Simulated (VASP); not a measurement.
Here is a VASP 6.6.1 calculation.

File INCAR:

```
SYSTEM = ScAl2
ALGO = Fast
EDIFF = 1E-6
ENCUT = 520
GGA = PS
ISIF = 2
ISMEAR = 0
LASPH = .True.
LCHARG = .False.
LREAL = .False.
LWAVE = .False.
NBANDS = 26
NELM = 60
PREC = Accurate
SIGMA = 0.1
```

Contents of KPOINTS:

```
k-points
0
Gamma
  8 8 8
  0 0 0
```

Contents of POSCAR:

```
ScAl2
1.0
    0.0000000000      3.8372133647      3.8372133647
    3.8372133647      0.0000000000      3.8372133647
    3.8372133647      3.8372133647      0.0000000000
Sc Al
2 4
Direct
    0.5000000000      0.5000000000      0.5000000000
    0.7500000000      0.7500000000      0.7500000000
    0.1250000000      0.1250000000      0.1250000000
    0.6250000000      0.1250000000      0.1250000000
    0.1250000000      0.6250000000      0.1250000000
    0.1250000000      0.1250000000      0.6250000000
```

Potentials or basis: VASP PAW PBE potentials, release 64 (Sc_sv, Al).

Run with:

```bash
$ cat potpaw_PBE.64/Sc_sv/POTCAR potpaw_PBE.64/Al/POTCAR > POTCAR
$ mpirun -np 1 vasp_std > vasp.out
```

**Question.** Estimate the band gap on the k mesh.

**Answer.** Zero (band 17 reaches 6.71 eV, above the bottom of band 18 at 4.44 eV).

**Question.** What does it give for the pressure?

**Answer.** -4.7 GPa.

Caveat: the PAW data sets were made with another functional, which shifts forces and pressure a little.
